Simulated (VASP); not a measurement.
Write the native input for VASP 6.6.1 that does the following.

| Property | Result |
| --- | --- |
| Task | single point |
| Functional | PBE |
| Potentials or basis | VASP PAW PBE potentials, release 64 (W_sv) |
| Cutoff | 520 eV |
| k mesh | 6 × 6 × 1 |
| Occupations | gaussian, width 0.1 eV |
| Spin | no spin polarisation |
| Dipole correction | no |
| Further INCAR settings | ALGO = Normal; EDIFF = 1e-06; NBANDS = 51 |

The structure of W lies in POSCAR:

```
W
1.0
    3.4356863900      0.0000000000      0.0000000000
   -1.7178431900      2.9753916900      0.0000000000
    0.0000000000      0.0000000000     15.9459603500
W
6
Direct
    0.0000000000      0.0000000000      0.7500000000
    0.3333333300      0.6666666700      0.9166666700
    0.6666666700      0.3333333300      0.0833333300
    0.0000000000      0.0000000000      0.2500000000
    0.6666666700      0.3333333300      0.4166666700
    0.3333333300      0.6666666700      0.5833333300
```

The cell was generated, and may not be a known phase.

The input as run:

INCAR

```
SYSTEM = W
PREC = Accurate
ENCUT = 520
EDIFF = 1E-6
ISMEAR = 0
SIGMA = 0.1
LREAL = .False.
LASPH = .True.
NELM = 80
ALGO = Normal
ISIF = 2
LWAVE = .False.
LCHARG = .False.
GGA = PE
NBANDS = 51
```

KPOINTS

```
regular mesh
0
Gamma
  6 6 1
  0 0 0
```

Potentials or basis: VASP PAW PBE potentials, release 64 (W_sv).

The run is started by

```sh
$ cat potpaw_PBE.64/W_sv/POTCAR > POTCAR
$ mpirun -np 1 vasp_std > vasp.out
```

Results of the run:

```json
{
  "Pressure": "-46.6 GPa",
  "Largest force": "0.152 eV/Å",
  "Band gap on the k mesh": "zero (bands 42 and 43 overlap by 0.16 eV)"
}
```

Caveat: the k points lie up to 0.39 Å⁻¹ apart; spin-orbit coupling is left out, which moves the levels of the heavy elements.

Run time: 100 s on 1 thread of Intel Xeon 8259CL (shared host), peak memory 0.3 GiB.
